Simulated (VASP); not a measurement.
**HC28 (a cell with a defect): single point with PBE**

System: HC28 (a cell with a defect).

```xyz
29
Lattice="4.9331 -4.2722 0.0000 -6.1663 -2.1361 0.0000 0.0000 0.0000 -8.4654" Properties=species:S:1:pos:R:3 pbc="T T T"
C    -1.9052   -4.6136   -6.2652
C    -3.1376   -2.4778   -6.2637
C     0.5630   -4.6134   -6.2652
C    -0.6712   -2.4780   -6.2637
C     3.0288   -4.6140   -6.2637
C     1.7955   -2.4779   -6.2636
C     0.5622   -0.3428   -6.2652
C    -3.0443   -3.9321   -2.1782
C    -4.2520   -1.8121   -2.2238
C    -0.5811   -3.8951   -2.2236
C    -1.8152   -1.7939   -2.1182
C     1.8807   -3.9326   -2.1783
C     0.6511   -1.7893   -2.1782
C    -0.6126    0.3255   -2.2237
C    -1.9045   -3.1897   -6.2638
C     1.7959   -5.3260   -6.2638
C     0.5623   -3.1895   -6.2641
C    -0.6713   -1.0542   -6.2638
C     3.0283   -3.1901   -6.2640
C    -4.3706   -3.1902   -6.2641
C    -0.6712   -5.3260   -6.2654
C    -1.8103   -3.2155   -2.1605
C    -3.0488   -1.0874   -2.1606
C     0.6437   -3.2043   -2.1831
C    -0.5866   -1.0789   -2.1605
C     3.1098   -3.2314   -2.1832
C    -4.2661   -3.2182   -2.1832
C    -0.5819   -5.3541   -2.5293
H    -0.5822   -5.3539   -3.6584
```

| Quantity | Value |
| --- | --- |
| Program | VASP 6.6.1 |
| Task | single point |
| Functional | PBE |
| Potentials or basis | VASP PAW PBE potentials, release 64 (C, H) |
| Cutoff | 520 eV |
| k mesh | 4 × 4 × 3 |
| Occupations | gaussian, width 0.1 eV |
| Spin | no spin polarisation |
| Dipole correction | no |
| Further INCAR settings | LREAL = Auto; ALGO = Fast; EDIFF = 1e-06; NBANDS = 76 |

```yaml
Pressure: 1.5 GPa
Largest_force: 0.022 eV/Å
Band_gap_on_the_k_mesh: zero (an odd number of electrons rules out a gap without spin polarisation)
```

Forces in eV/Å, atoms in the order of the input:
```
C   -0.007  0.000 -0.015
C    0.004 -0.003 -0.008
C   -0.002  0.005 -0.010
C    0.001 -0.003 -0.007
C    0.001  0.001 -0.006
C    0.003  0.002 -0.008
C   -0.002  0.000 -0.012
C   -0.011 -0.005  0.009
C   -0.009  0.002  0.013
C    0.005 -0.016  0.014
C   -0.007 -0.007  0.010
C    0.000  0.001  0.006
C    0.011 -0.004  0.009
C    0.004  0.014  0.017
C    0.001  0.006 -0.008
C    0.003  0.002 -0.008
C   -0.003  0.002 -0.006
C    0.004 -0.007 -0.013
C    0.000 -0.002 -0.009
C   -0.003 -0.002 -0.005
C   -0.003  0.001 -0.015
C    0.000 -0.001  0.011
C   -0.006  0.005  0.011
C    0.005 -0.003  0.008
C    0.009  0.000  0.004
C    0.001  0.006  0.009
C   -0.001  0.001  0.008
C    0.001  0.003  0.021
H    0.001  0.000 -0.021
```

Stress tensor (GPa, compression positive):
```
2.12 0.00 0.00
0.00 2.12 0.00
0.00 0.00 0.16
```

Levels at points of the mesh, in eV from the Fermi level:
```csv
k point,band 54,band 55,band 56,band 57,band 58,band 59,band 60,band 61
"(0.00, 0.00, 0.00)",-3.42,-3.02,-3.02,0.20,2.94,3.55,3.56,3.56
"(0.50, 0.00, 0.00)",-2.02,-1.94,-1.69,-0.06,1.05,1.09,1.24,1.38
"(0.00, 0.50, 0.00)",-2.02,-1.94,-1.69,-0.06,1.06,1.09,1.26,1.37
"(0.50, 0.50, 0.00)",-2.03,-1.94,-1.68,-0.06,1.05,1.09,1.27,1.37
```

Run time: 24 min on 1 thread of Oxide Virtual Turin-like Processor (shared host), peak memory 0.59 GiB.
